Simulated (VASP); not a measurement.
Write the native input for VASP 6.6.1 that does the following.

- Task: relaxation of cell and atoms
- Functional: PBEsol
- Potentials or basis: VASP PAW PBE potentials, release 64 (Ru_pv, Al)
- Cutoff: 600 eV
- k mesh: 9 × 9 × 9
- Occupations: fermi-dirac, width 0.05 eV
- Spin: no spin polarisation
- Target pressure: 20 GPa
- Dipole correction: no
- Further INCAR settings: ALGO = Normal; EDIFF = 1e-07; IBRION = 2; EDIFFG = -0.02; NSW = 80; ISIF = 3

The structure of AlRu lies in POSCAR:

```
AlRu
1.0
    2.9916000000      0.0000000000      0.0000000000
    0.0000000000      2.9916000000      0.0000000000
    0.0000000000      0.0000000000      2.9916000000
Ru Al
1 1
Direct
    0.5000000000      0.5000000000      0.5000000000
    0.0000000000      0.0000000000      0.0000000000
```

These files were run (other wordings do the same):

INCAR

```
ALGO = Normal
EDIFF = 1E-7
EDIFFG = -0.02
ENCUT = 600
GGA = PS
IBRION = 2
ISIF = 3
ISMEAR = -1
LASPH = T
LCHARG = F
LREAL = F
LWAVE = F
NELM = 60
NSW = 80
PREC = Accurate
PSTRESS = 200.0
SIGMA = 0.05
```

KPOINTS

```
k-points
0
Gamma
  9 9 9
```

Potentials or basis: VASP PAW PBE potentials, release 64 (Ru_pv, Al).

Run with:

```console
$ cat potpaw_PBE.64/Ru_pv/POTCAR potpaw_PBE.64/Al/POTCAR > POTCAR
$ mpirun -np 1 vasp_std > vasp.out
```

It gave:

The relaxed volume is 12.21 Å³/atom. The relaxed cell is a = 2.901 Å, b = 2.901 Å, c = 2.901 Å, α = 90.00°, β = 90.00°, γ = 90.00° and the space group after relaxing (to 0.05 Å) is Pm-3m (No. 221). The energy change on relaxing (the enthalpy is what falls) is +55.1 meV/atom. The ionic steps are 5 and the pressure after relaxing is 20.1 GPa.

Caveat: the cell is relaxed towards a set pressure, so the enthalpy falls and the energy may rise; the PAW data sets were made with another functional, which shifts forces and pressure a little.

Run time: 14 s on 1 thread of Intel(R) Xeon(R) 6975P-C (Granite Rapids), with other jobs on the host, peak memory 0.15 GiB.
